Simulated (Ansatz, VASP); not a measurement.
## Two plane-wave programs on SiO

```
Si O
1.0
     2.80057    0.00000    0.00000
     0.00000    2.80057    0.00000
     0.00000    0.00000    2.84498
Si O
1 1
Cartesian
  0.0000 0.0000 0.0000
  1.4003 1.4003 1.4225
```

Change from the starting cell: species swapped into the TaRu type (P4/mmm, No. 123).

Alike in both runs: functional PBE; k mesh 6 × 6 × 6; occupations gaussian, width 0.1 eV; no spin polarisation.

Ansatz relaxed the structure, and its values are those at the end. VASP's run is a single point on that final structure, the one shown.

|  | VASP | Ansatz |
| --- | --- | --- |
| version | VASP 6.6.1 | Ansatz 0.2.0 |
| potentials or method | VASP PAW PBE potentials, release 64 (Si, O), cutoff 520 eV | scalar-relativistic, plane waves, PAW |
| valence electrons in the cell | 10 | 10 |

```tsv
	VASP	Ansatz	Ansatz less VASP
gap on the k mesh at the Fermi level (eV)	none	none	-
pressure (GPa)	0.1	0.1	0.00
```

A gap of «none» marks a metal or a gap that the smearing closes. With one functional, cell and mesh, what is left measures potentials, basis and numerics.

The k mesh is coarse, so the values compare programs but aren't converged.
